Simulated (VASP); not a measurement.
# Ni (P6_3/mmc) in VASP: a series of runs, part 2 of 2

VASP 6.6.1. The steps go on from the part before.

## 3. Single point, revPBE, collinear spin, ferromagnetic start (volume scaled by 0.96)

INCAR

```
PREC = Accurate
ENCUT = 520
EDIFF = 1E-7
ISMEAR = -1
SIGMA = 0.05
LREAL = False
LASPH = True
NELM = 150
ALGO = Normal
ISIF = 2
LWAVE = False
LCHARG = False
ISPIN = 2
MAGMOM = -0.696 -0.696 -0.705 -0.705
LORBIT = 11
LMAXMIX = 4
GGA = RE
NBANDS = 32
```

KPOINTS

```
Automatic mesh
0
Gamma
  16 16 5
```

POSCAR

```
Ni
1.0
    2.4716546792      0.0000000000      0.0000000000
   -1.2358273396      2.1405157416      0.0000000000
    0.0000000000      0.0000000000      8.0900404606
Ni
4
Direct
    0.0000000000      0.0000000000      1.0000000000
    0.0000000000      0.0000000000      0.5000000000
    0.3333333333      0.6666666667      0.2500000000
    0.6666666667      0.3333333333      0.7500000000
```

Potentials or basis: VASP PAW PBE potentials, release 64 (Ni).

Started as:

```sh
> cat potpaw_PBE.64/Ni/POTCAR > POTCAR
> mpirun -np 1 vasp_std > vasp.out
```

OUTCAR:

```text
PREC = Accurate
   ENCUT = 520
   EDIFF = 1E-7
   ISMEAR = -1
   LREAL = False
   LASPH = True
   NELM = 150
   ISIF = 2
   ISPIN = 2
   LORBIT = 11
   GGA = RE

 ion  position               nearest neighbor table
   1  0.000  0.000  0.000-   3 2.48   4 2.48   4 2.48   3 2.48   4 2.48   3 2.48
   2  0.000  0.000  0.500-   3 2.48   4 2.48   4 2.48   3 2.48   4 2.48   3 2.48
   3  0.333  0.667  0.250-   1 2.48   2 2.48   1 2.48   2 2.48   1 2.48   2 2.48
   4  0.667  0.333  0.750-   1 2.48   2 2.48   1 2.48   2 2.48   1 2.48   2 2.48

  LATTYP: Found a hexagonal cell.
 ALAT       =     2.4716546792
 C/A-ratio  =     3.2731273218

  Lattice vectors:

 A1 = (   2.4716546792,   0.0000000000,   0.0000000000)
 A2 = (  -1.2358273396,   2.1405157416,   0.0000000000)
 A3 = (   0.0000000000,   0.0000000000,   8.0900404606)

Analysis of symmetry for initial positions (statically):
=====================================================================
 Subroutine PRICEL returns:
 Original cell was already a primitive cell.

 Routine SETGRP: Setting up the symmetry group for a
 hexagonal supercell.

 Subroutine GETGRP returns: Found 24 space group operations
 (whereof 12 operations were pure point group operations)
 out of a pool of 24 trial point group operations.

The static configuration has the point symmetry D_3d.
 The point group associated with its full space group is D_6h.

Analysis of symmetry for dynamics (positions and initial velocities):
=====================================================================
 Subroutine PRICEL returns:
 Original cell was already a primitive cell.

 Routine SETGRP: Setting up the symmetry group for a
 hexagonal supercell.

 Subroutine GETGRP returns: Found 24 space group operations
 (whereof 12 operations were pure point group operations)
 out of a pool of 24 trial point group operations.

The dynamic configuration has the point symmetry D_3d.
 The point group associated with its full space group is D_6h.

[... 158 lines left out ...]
  ext. energy  EPLUGINS =         0.00000000
  ---------------------------------------------------
  free energy    TOTEN  =       -20.18762668 eV

  energy without entropy =      -20.12785508  energy(sigma->0) =      -20.15774088

 E-fermi :   9.7333     XC(G=0): -13.2635

 val. band max:        9.7327688139   @ k =   0.4375   0.0000   0.2000
 cond. band min:       9.7356577513   @ k =   0.3750   0.1875   0.4000
 fundamental gap:      0.0028889373
 Fermi energy:         9.7332560987

 spin component 1

 k-point     1 :       0.0000    0.0000    0.0000
  band No.  band energies     occupation
      1       0.5540      1.00000
      2       2.8313      1.00000
      3       2.8332      1.00000
      4       5.2191      1.00000
      5       7.5652      1.00000
      6       7.5678      1.00000
[... 829 lines left out ...]
     31      23.2276      0.00000
     32      26.8177      0.00000

 [... further k-points ...]

 spin component 2

 k-point     1 :       0.0000    0.0000    0.0000
  band No.  band energies     occupation
      1       0.6089      1.00000
      2       2.8555      1.00000
      3       2.8596      1.00000
      4       4.8122      1.00000
      5       6.9082      1.00000
      6       6.9793      1.00000
[... 829 lines left out ...]
     31      23.1175      0.00000
     32      26.7726      0.00000

 [... further k-points ...]
[... 5 lines left out ...]
  --------------------------------------------------------------------------------------
  -------------------------------------------------------------------------------------
  Total        2.0741002      2.0741002      2.2377940      0.0000000      0.0000000     -0.0000000
  in kB       77.6396194     77.6396194     83.7671559      0.0000000      0.0000000     -0.0000000
  external PRESSURE =      79.6821315 kB  Pullay stress =       0.0000000 kB

 VOLUME and BASIS-vectors are now :
 -----------------------------------------------------------------------------
  energy-cutoff  :      520.00
  volume of cell :       42.80
      direct lattice vectors                 reciprocal lattice vectors
     2.471654679  0.000000000  0.000000000     0.404587262  0.233588565  0.000000000
    -1.235827340  2.140515742  0.000000000     0.000000000  0.467177130  0.000000000
     0.000000000  0.000000000  8.090040461     0.000000000  0.000000000  0.123608776

 POSITION                                       TOTAL-FORCE (eV/Angst)
 -----------------------------------------------------------------------------------
      0.00000      0.00000      0.00000         0.000000      0.000000      0.000000
      0.00000      0.00000      4.04502         0.000000      0.000000      0.000000
     -0.00000      1.42701      2.02251        -0.000000      0.000000     -0.000000
      1.23583      0.71351      6.06753         0.000000     -0.000000      0.000000
 -----------------------------------------------------------------------------------
    total drift:                                0.000000     -0.000000      0.000000

  FREE ENERGIE OF THE ION-ELECTRON SYSTEM (eV)
  ---------------------------------------------------
  free  energy   TOTEN  =       -20.1876266783 eV

  energy  without entropy=      -20.1278550830  energy(sigma->0) =      -20.15774088

 total charge

# of ion       s       p       d       tot
------------------------------------------
    1        0.503   0.510   8.323   9.336
    2        0.503   0.510   8.323   9.336
    3        0.502   0.512   8.321   9.336
    4        0.502   0.512   8.321   9.336
--------------------------------------------------
tot          2.010   2.045  33.288  37.343

 magnetization (x)

# of ion       s       p       d       tot
------------------------------------------
    1        0.007   0.027  -0.643  -0.609
    2        0.007   0.027  -0.643  -0.609
    3        0.007   0.027  -0.657  -0.623
    4        0.007   0.027  -0.657  -0.623
--------------------------------------------------
tot          0.027   0.107  -2.600  -2.466
```

OSZICAR:

```text
N       E                     dE             d eps       ncg     rms          rms(c)
DAV:   1     0.253173749663E+03    0.25317E+03   -0.17271E+04 12080   0.178E+03
DAV:   2    -0.694296289205E+01   -0.26012E+03   -0.24479E+03 11552   0.321E+02
DAV:   3    -0.236968734219E+02   -0.16754E+02   -0.16056E+02 13064   0.104E+02
DAV:   4    -0.239843624272E+02   -0.28749E+00   -0.28717E+00 13288   0.140E+01
DAV:   5    -0.239941519744E+02   -0.97895E-02   -0.97890E-02 14504   0.206E+00    0.197E+01
DAV:   6    -0.213271437586E+02    0.26670E+01   -0.21524E+01 13080   0.720E+01    0.116E+01
DAV:   7    -0.202566592894E+02    0.10705E+01   -0.41508E+00 13104   0.304E+01    0.437E+00
DAV:   8    -0.209661495005E+02   -0.70949E+00   -0.36196E+00 14360   0.356E+01    0.132E+01
DAV:   9    -0.201935247765E+02    0.77262E+00   -0.20326E+00 14136   0.301E+01    0.186E+00
DAV:  10    -0.201883338133E+02    0.51910E-02   -0.60114E-02 15856   0.282E+00    0.466E-01
DAV:  11    -0.201880088691E+02    0.32494E-03   -0.68520E-03 13360   0.773E-01    0.261E-01
DAV:  12    -0.201877013680E+02    0.30750E-03   -0.23759E-04 15288   0.172E-01    0.122E-01
DAV:  13    -0.201876138905E+02    0.87478E-04   -0.74387E-05 19600   0.109E-01    0.386E-02
DAV:  14    -0.201876242496E+02   -0.10359E-04   -0.25534E-05 16160   0.655E-02    0.189E-02
DAV:  15    -0.201876262453E+02   -0.19957E-05   -0.79706E-06 14728   0.387E-02    0.749E-03
DAV:  16    -0.201876265341E+02   -0.28887E-06   -0.95708E-07 12664   0.932E-03    0.384E-03
DAV:  17    -0.201876267559E+02   -0.22179E-06   -0.13544E-07  7272   0.562E-03    0.148E-03
DAV:  18    -0.201876266783E+02    0.77604E-07   -0.62585E-08  6976   0.291E-03
   1 F= -.20187627E+02 E0= -.20157741E+02  d E =-.597716E-01  mag=    -2.4210
```

stdout:

```text
POSCAR found type information on POSCAR Ni
 POSCAR found :  1 types and       4 ions
 scaLAPACK will be used
 -----------------------------------------------------------------------------
|                                                                             |
|                                                                             |
|     You enforced a specific xc type in the INCAR file but a different       |
|     I HOPE YOU KNOW WHAT YOU ARE DOING!                                     |
|                                                                             |
 -----------------------------------------------------------------------------

 LDA part: xc-table for (Slater+PW92), standard interpolation
 POSCAR, INCAR and KPOINTS ok, starting setup
 FFT: planning ... GRIDC
 FFT: planning ... GRID_SOFT
 FFT: planning ... GRID
 WAVECAR not read
 entering main loop
```

Wall time 7.2 min (1 thread of Oxide Virtual Turin-like, shared host); peak memory 0.25 GiB.

Results:

| Item | Value |
| --- | --- |
| Free energy | -20.1876 eV |
| Pressure | 8.0 GPa |
| Net moment | -2.42 μB per cell |
| Site moments | Ni -0.61, -0.62 μB |
| Valence electrons inside the program's atomic spheres | Ni 9.34 |

Levels at points of the mesh, in eV from the Fermi level:
Spin up:
| k point | band 16 | band 17 | band 18 | band 19 | band 20 | band 21 |
| --- | --- | --- | --- | --- | --- | --- |
| (0.00, 0.00, 0.00) | -0.89 | -0.89 | -0.56 | -0.56 | -0.43 | -0.30 |
| (0.50, 0.00, 0.00) | 0.17 | 0.21 | 0.26 | 0.29 | 0.31 | 0.34 |
Spin down:
```tsv
k point	band 18	band 19	band 20	band 21	band 22	band 23	band 24	band 25
(0.00, 0.00, 0.00)	-1.21	-1.21	-0.98	-0.98	-0.65	-0.65	-0.35	5.77
(0.50, 0.00, 0.00)	-0.51	-0.51	-0.49	0.19	1.31	2.32	2.89	6.61
```

Caveat: the cell differs from its parent crystal (volume scaled by 0.96); the PAW data sets were made with another functional, which shifts forces and pressure a little.

## 4. Single point, revPBE, collinear spin, ferromagnetic start

This run uses another cell than the first one, of 11.15 Å³/atom, 0.893 times its volume.

INCAR

```
ALGO     = Normal         # electronic algorithm
EDIFF    = 1E-6           # SCF threshold, eV
ENCUT    = 520            # plane-wave cutoff, eV
GGA      = RE             # functional
ISIF     = 2              # what is computed and relaxed
ISMEAR   = -1             # smearing method
ISPIN    = 2              # spin polarisation
LASPH    = T              # aspherical terms in the spheres
LCHARG   = F              # write CHGCAR
LMAXMIX  = 4              # l up to which the mixer works
LORBIT   = 11             # projections on sites
LREAL    = F              # projectors in reciprocal space
LWAVE    = F              # write WAVECAR
MAGMOM   = -0.696 -0.696 -0.705 -0.705 # initial moments
NBANDS   = 32             # bands
NELM     = 150            # most SCF steps
PREC     = Accurate       # precision mode
SIGMA    = 0.05           # smearing width, eV
```

KPOINTS

```
k-points
0
Gamma
  16 16 5
```

POSCAR

```
Ni
1.0
    2.5055171704      0.0000000000      0.0000000000
   -1.2527585852      2.1698415192      0.0000000000
    0.0000000000      0.0000000000      8.2008767057
Ni
4
Direct
    0.0000000000      0.0000000000      1.0000000000
    0.0000000000      0.0000000000      0.5000000000
    0.3333333333      0.6666666667      0.2500000000
    0.6666666667      0.3333333333      0.7500000000
```

Started as:

```sh
> cat potpaw_PBE.64/Ni/POTCAR > POTCAR
> mpirun -np 1 vasp_std > vasp.out
```

Wall time 7 min (1 thread of Oxide Virtual Turin-like, shared host); peak memory 0.26 GiB.

Results (log left out):

```
Free energy                                           : -20.2295 eV
Pressure                                              : -0.2 GPa
Net moment                                            : -2.48 μB per cell
Site moments                                          : Ni -0.63, -0.64 μB
Valence electrons inside the program's atomic spheres : Ni 9.26
```

Stress tensor (GPa, compression positive):
```
-0.30  0.00  0.00
 0.00 -0.30  0.00
 0.00  0.00  0.15
```

Levels at points of the mesh, in eV from the Fermi level:
Spin up:
```
           k point  band 14  band 15  band 16  band 17  band 18  band 19  band 20  band 21  band 22  band 23
(0.00, 0.00, 0.00)    -1.39    -1.39    -0.84    -0.84    -0.53    -0.53    -0.37    -0.28    -0.28     0.08
(0.50, 0.00, 0.00)     0.06     0.14     0.16     0.20     0.27     0.30     0.30     0.33     1.29     2.55
```
Spin down:
```
           k point  band 18  band 19  band 20  band 21  band 22  band 23  band 24  band 25
(0.00, 0.00, 0.00)    -1.19    -1.19    -0.98    -0.98    -0.66    -0.66    -0.28     5.47
(0.50, 0.00, 0.00)    -0.54    -0.54    -0.52     0.23     1.31     2.21     2.77     6.31
```

Caveat: the PAW data sets were made with another functional, which shifts forces and pressure a little.

## 5. Single point, revPBE, collinear spin, ferromagnetic start (volume scaled by 1.04)

INCAR

```
SYSTEM = Ni
ALGO = Normal ; EDIFF = 1E-6
ENCUT = 520 ; GGA = RE
ISIF = 2 ; ISMEAR = -1
ISPIN = 2 ; LASPH = .TRUE.
LCHARG = .FALSE. ; LMAXMIX = 4
LORBIT = 11 ; LREAL = .FALSE.
LWAVE = .FALSE. ; MAGMOM = -0.696 -0.696 -0.705 -0.705
NBANDS = 32 ; NELM = 150
PREC = Accurate ; SIGMA = 0.05
```

KPOINTS

```
k-points
0
G
  16 16 5
  0 0 0
```

POSCAR

```
Ni
1.0
    2.5384882826      0.0000000000      0.0000000000
   -1.2692441413      2.1983953399      0.0000000000
    0.0000000000      0.0000000000      8.3087953539
Ni
4
Direct
    0.0000000000      0.0000000000      1.0000000000
    0.0000000000      0.0000000000      0.5000000000
    0.3333333333      0.6666666667      0.2500000000
    0.6666666667      0.3333333333      0.7500000000
```

Started as:

```sh
> cat potpaw_PBE.64/Ni/POTCAR > POTCAR
> mpirun -np 1 vasp_std > vasp.out
```

It took 6.6 min on 1 thread of Oxide Virtual Turin-like, shared host; peak memory 0.26 GiB.

Results (log left out):

```
Free energy                                           : -20.1913 eV
Pressure                                              : -6.5 GPa
Net moment                                            : -2.55 μB per cell
Site moments                                          : Ni -0.65, -0.66 μB
Valence electrons inside the program's atomic spheres : Ni 9.20
```

Stress tensor (GPa, compression positive):
```
-6.56  0.00  0.00
 0.00 -6.56  0.00
 0.00  0.00 -6.29
```

Levels at points of the mesh, in eV from the Fermi level:
Spin up:
```csv
k point,band 16,band 17,band 18,band 19,band 20,band 21
"(0.00, 0.00, 0.00)",-0.80,-0.80,-0.50,-0.50,-0.30,-0.26
"(0.50, 0.00, 0.00)",0.16,0.20,0.27,0.29,0.32,0.33
```
Spin down:
| k point | band 17 | band 18 | band 19 | band 20 | band 21 | band 22 | band 23 | band 24 | band 25 | band 26 |
| --- | --- | --- | --- | --- | --- | --- | --- | --- | --- | --- |
| (0.00, 0.00, 0.00) | -1.41 | -1.18 | -1.18 | -0.98 | -0.98 | -0.68 | -0.68 | -0.21 | 5.20 | 13.72 |
| (0.50, 0.00, 0.00) | -0.59 | -0.57 | -0.57 | -0.55 | 0.26 | 1.32 | 2.11 | 2.66 | 6.04 | 6.04 |

Caveat: the cell differs from its parent crystal (volume scaled by 1.04); the PAW data sets were made with another functional, which shifts forces and pressure a little.

## 6. The runs side by side

| cell | gap on the mesh (eV) | pressure (GPa) | moment (μB) |
| --- | --- | --- | --- |
| a = 2.602, b = 2.602, c = 8.517 Å, angles 90.0, 90.0, 120.0°, 4 atoms | none | -15.4 | 2.72 |
| a = 2.472, b = 2.472, c = 8.090 Å, angles 90.0, 90.0, 120.0°, 4 atoms | none | 8.0 | 2.42 |
| a = 2.506, b = 2.506, c = 8.201 Å, angles 90.0, 90.0, 120.0°, 4 atoms | none | -0.2 | 2.48 |
| a = 2.538, b = 2.538, c = 8.309 Å, angles 90.0, 90.0, 120.0°, 4 atoms | none | -6.5 | 2.55 |

Alike in all rows: task single point; level revPBE; potentials or basis VASP PAW PBE potentials, release 64 (Ni); spin collinear, ferromagnetic start; k mesh 16 × 16 × 5; cutoff (eV) 520; smearing fermi-dirac 0.05 eV.

Caveats: the PAW data sets were made with another functional, which shifts forces and pressure a little.

Total energies depend on the potentials used, so only differences within one code and one set of settings carry meaning.
